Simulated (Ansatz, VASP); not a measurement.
**P: VASP beside Ansatz**

INCAR

```
SYSTEM = P
  ALGO = Normal
  EDIFF = 1E-7
  ENCUT = 520
  GGA = PS
  ISIF = 2
  ISMEAR = 0
  LASPH = .True.
  LCHARG = .True.
  LELF = .True.
  LREAL = .False.
  LVHAR = .True.
  LWAVE = .False.
  NBANDS = 18
  NELM = 80
  PREC = Accurate
  SIGMA = 0.05
```

The input KPOINTS:

```
k-points
0
Gamma
  8 1 6
  0 0 0
```

The input POSCAR:

```
P
1.0
    3.4479141060      0.0000000000      0.0000000000
    0.0000000000     36.5998825395      0.0000000000
    0.0000000000      0.0000000000      4.4004804745
P
4
Direct
    0.0000000000      0.9702614300      0.5921507200
    0.0000000000      0.0297385700      0.4078492800
    0.5000000000      0.0297385700      0.0921507200
    0.5000000000      0.9702614300      0.9078492800
```

Input for Ansatz:

```yaml
crystal:
  lattice:
    - [3.447914106, 0.0, 0.0]
    - [0.0, 36.5998825395, 0.0]
    - [0.0, 0.0, 4.4004804745]
  atoms:
    - { symbol: P, position: [0.0, 0.97026143, 0.59215072] }
    - { symbol: P, position: [0.0, 0.02973857, 0.40784928] }
    - { symbol: P, position: [0.5, 0.02973857, 0.09215072] }
    - { symbol: P, position: [0.5, 0.97026143, 0.90784928] }
basis:
  ecutwfc: 420
kpoints:
  mp_grid: { grid: [8, 1, 6] }
hamiltonian:
  xc: pbesol
scf:
  occupations: { method: gaussian, width: 0.05 }
output:
  forces: true
  stress: true
  eigenvalues: true
```

Change from the starting cell: strain +0.050 along x and y, -0.050 along z, atoms carried along.

Alike in both runs: task single point; functional PBEsol; k mesh 8 × 1 × 6; occupations gaussian, width 0.05 eV; no spin polarisation.

|  | VASP | Ansatz |
| --- | --- | --- |
| version | VASP 6.6.1 | Ansatz 0.2.0 |
| potentials or method | VASP PAW PBE potentials, release 64 (P), cutoff 520 eV | scalar-relativistic, plane waves, PAW |
| valence electrons in the cell | 20 | 20 |

```csv
,VASP,Ansatz,Ansatz less VASP
gap on the k mesh at the Fermi level (eV),0.43,0.42,-0.006
least direct gap on the mesh (eV),0.43,0.42,-0.006
rms of the force components (eV/Å),0.604,0.605,+0.0011
```

VASP's potentials were made for PBE, not for PBEsol. Atom by atom the forces differ by 0.009 eV/Å (rms over components). The functional is the same, so the differences come from potentials, cutoffs and numerics.
